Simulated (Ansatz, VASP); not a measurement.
# One calculation of C, two programs

INCAR

```
PREC = Accurate ; ENCUT = 600
EDIFF = 1E-6 ; ISMEAR = 0
SIGMA = 0.1 ; LREAL = F
LASPH = T ; NELM = 120
ALGO = Normal ; ISIF = 2
LWAVE = F ; LCHARG = T
GGA = PE ; LELF = T
LVHAR = T ; NBANDS = 13
GGA_COMPAT = F
```

KPOINTS

```
Automatic mesh
0
Gamma
  6 6 6
```

POSCAR

```
C
1.0
    3.2387990700      0.0000000000      0.0000000000
   -1.6193995351      2.8048822724      0.0000000000
    0.0000000000      0.0000000000      3.6745259633
C
3
Direct
    0.2254000000      0.0000000000      0.3333333333
    0.0000000000      0.2254000000      0.6666666667
    0.7746000000      0.7746000000      0.0000000000
```

Input for Ansatz:

```yaml
crystal:
  lattice:
    - [3.23879907, 0.0, 0.0]
    - [-1.6193995351, 2.8048822724, 0.0]
    - [0.0, 0.0, 3.6745259633]
  atoms:
    - { symbol: C, position: [0.2254, 0.0, 0.3333333333] }
    - { symbol: C, position: [0.0, 0.2254, 0.6666666667] }
    - { symbol: C, position: [0.7746, 0.7746, 0.0] }
basis:
  ecutwfc: 420
kpoints:
  mp_grid: { grid: [6, 6, 6] }
hamiltonian:
  xc: pbe
scf:
  occupations: { method: gaussian, width: 0.1 }
  lower_state_search: "off"
output:
  forces: true
  stress: true
  eigenvalues: true
```

Alike in both runs: task single point; functional PBE; k mesh 6 × 6 × 6; occupations gaussian, width 0.1 eV; no spin polarisation.

|  | VASP | Ansatz |
| --- | --- | --- |
| version | VASP 6.6.1 | Ansatz 0.2.0 |
| potentials or method | VASP PAW PBE potentials, release 64 (C), cutoff 600 eV | scalar-relativistic, plane waves, PAW |
| valence electrons in the cell | 12 | 12 |

|  | VASP | Ansatz | Ansatz less VASP |
| --- | --- | --- | --- |
| gap on the k mesh at the Fermi level (eV) | none | none | - |
| rms of the force components (eV/Å) | 2.134 | 2.140 | +0.0058 |

Atom by atom the forces differ by 0.006 eV/Å (rms over components). A gap of «none» marks a metal or a gap that the smearing closes.

The k mesh is coarse, so the values compare programs but aren't converged.
